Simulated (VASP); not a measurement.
Input of a VASP 6.6.1 run:

The input INCAR:

```
ALGO = Normal
EDIFF = 1E-7
ENCUT = 520
GGA = PE
ISIF = 2
ISMEAR = 0
LASPH = True
LCHARG = False
LREAL = False
LWAVE = False
NBANDS = 16
NELM = 100
PREC = Accurate
SIGMA = 0.05
```

Contents of KPOINTS:

```
k-points
0
Gamma
  12 12 6
```

POSCAR

```
SiC
1.0
    2.9174253689      0.0000000000      0.0000000000
   -1.4587126845      2.5265644831      0.0000000000
    0.0000000000      0.0000000000      4.7873689956
Si C
2 2
Direct
    0.3333333333      0.6666666667      0.0047089198
    0.6666666667      0.3333333333      0.5047089198
    0.3333333333      0.6666666667      0.3802910802
    0.6666666667      0.3333333333      0.8802910802
```

Potentials or basis: VASP PAW PBE potentials, release 64 (Si, C).

Run with:

```bash
$ cat potpaw_PBE.64/Si/POTCAR potpaw_PBE.64/C/POTCAR > POTCAR
$ mpirun -np 1 vasp_std > vasp.out
```

Estimate the band gap on the k mesh.

1.96 eV, indirect (least direct gap 4.28 eV).

What does it give for the pressure?

51.9 GPa.

Stress tensor (GPa, compression positive):
```
52.28  0.00  0.00
 0.00 52.28  0.00
 0.00  0.00 51.27
```

 A k mesh can miss the band edges.
